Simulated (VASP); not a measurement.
Input of a VASP 6.6.1 run:

INCAR

```
ALGO = Normal ; EDIFF = 1E-6
EDIFFG = -0.001 ; ENCUT = 600
GGA = PS ; IBRION = 2
ISIF = 3 ; ISMEAR = 0
LASPH = True ; LCHARG = False
LREAL = False ; LWAVE = False
NELM = 60 ; NSW = 80
PREC = Accurate ; SIGMA = 0.01
```

File KPOINTS:

```
k-points
0
Gamma
  8 8 8
```

The input POSCAR:

```
MgS
1.0
    0.0000000000      2.5909905692      2.5909905692
    2.5909905692      0.0000000000      2.5909905692
    2.5909905692      2.5909905692      0.0000000000
Mg S
1 1
Direct
    0.0000000000      0.0000000000      0.0000000000
    0.5000000000      0.5000000000      0.5000000000
```

Potentials or basis: VASP PAW PBE potentials, release 64 (Mg, S).

Command:

```console
$ cat potpaw_PBE.64/Mg/POTCAR potpaw_PBE.64/S/POTCAR > POTCAR
$ mpirun -np 1 vasp_std > vasp.out
```

(1) Predict the band gap on the k mesh.

(2) Predict the space group after relaxing (to 0.05 Å).

Answers

(1) 2.73 eV, indirect (least direct gap 3.71 eV).

(2) Fm-3m (No. 225).
